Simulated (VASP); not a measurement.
Here is a VASP 6.6.1 calculation.

Contents of INCAR:

```
SYSTEM = Pt
PREC     = Accurate       ! precision mode
ENCUT    = 500            ! plane-wave cutoff, eV
EDIFF    = 1E-6           ! SCF threshold, eV
ISMEAR   = -1             ! smearing method
SIGMA    = 0.1            ! smearing width, eV
LREAL    = .False.        ! projectors in reciprocal space
LASPH    = .True.         ! aspherical terms in the spheres
NELM     = 200            ! most SCF steps
ALGO     = Normal         ! electronic algorithm
ISIF     = 2              ! what is computed and relaxed
LWAVE    = .False.        ! write WAVECAR
LCHARG   = .False.        ! write CHGCAR
ISPIN    = 2              ! spin polarisation
MAGMOM   = 0.5            ! initial moments
LORBIT   = 11             ! projections on sites
NUPDOWN  = 0.5            ! fixed moment
LMAXMIX  = 4              ! l up to which the mixer works
GGA      = PE             ! functional
NBANDS   = 15             ! bands
GGA_COMPAT= .False.
```

File KPOINTS:

```
regular mesh
0
Gamma
  14 14 14
  0 0 0
```

File POSCAR:

```
Pt
1.0
    0.0000000000      1.9609000000      1.9609000000
    1.9609000000      0.0000000000      1.9609000000
    1.9609000000      1.9609000000      0.0000000000
Pt
1
Direct
    0.0000000000      0.0000000000      0.0000000000
```

Potentials or basis: VASP PAW PBE potentials, release 64 (Pt).

Launch:

```console
$ cat potpaw_PBE.64/Pt/POTCAR > POTCAR
$ mpirun -np 1 vasp_std > vasp.out
```

(1) Predict the pressure.

Results:

(1) 11.1 GPa.

Caveat: the cell stands under pressure; the total moment is fixed, so each spin has its own Fermi level.
